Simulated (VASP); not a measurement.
Runs of VASP 6.6.1 on HfN. The structure is that of space group Fm-3m (No. 225), or close to it. The cells are those of the table. 

```tsv
task	level	potentials or basis	cell	cutoff (eV)	gap on the mesh (eV)	pressure (GPa)	relaxed volume (Å³/atom)
relaxation of cell and atoms	PBE	VASP PAW PBE potentials, release 64 (Hf_pv, N)	relaxed from a = 3.203 Å, angles 60.0°, 2 atoms	600	none	0.0	(c)
single point	LDA	VASP PAW LDA potentials, release 64 (Hf_pv, N)	a = 3.159 Å, angles 60.0°, 2 atoms	520	none	-1.2	-
single point	PBEsol	VASP PAW PBE potentials, release 64 (Hf_pv, N)	a = 3.183 Å, angles 60.0°, 2 atoms	520	none	-2.2	-
relaxation of cell and atoms	r2SCAN	VASP PAW PBE potentials, release 64 (Hf_pv, N)	relaxed from a = 3.203 Å, angles 60.0°, 2 atoms	600	none	0.0	(a)
single point	PBE	VASP PAW PBE potentials, release 64 (Hf_pv, N)	a = 3.216 Å, angles 60.0°, 2 atoms	520	none	(b)	-
relaxation of cell and atoms	LDA	VASP PAW LDA potentials, release 64 (Hf_pv, N)	relaxed from a = 3.203 Å, angles 60.0°, 2 atoms	600	none	0.0	11.10
relaxation of cell and atoms	PBEsol	VASP PAW PBE potentials, release 64 (Hf_pv, N)	relaxed from a = 3.203 Å, angles 60.0°, 2 atoms	600	none	0.0	11.31
single point	r2SCAN	VASP PAW PBE potentials, release 64 (Hf_pv, N)	a = 3.200 Å, angles 60.0°, 2 atoms	520	none	-2.7	-
```

Alike in all rows: no spin polarisation; k mesh 16 × 16 × 16; smearing gaussian 0.1 eV.

Q: Estimate the missing entries.

A: (a) 11.48; (b) -2.3; (c) 11.65.

Caveats: spin-orbit coupling is left out, which moves the levels of the heavy elements; the PAW data sets were made with another functional, which shifts forces and pressure a little (some runs).

A k mesh can miss the band edges, and the runs leave out spin-orbit coupling on Hf.

A gap of «none» marks levels without a gap at the run's occupations.
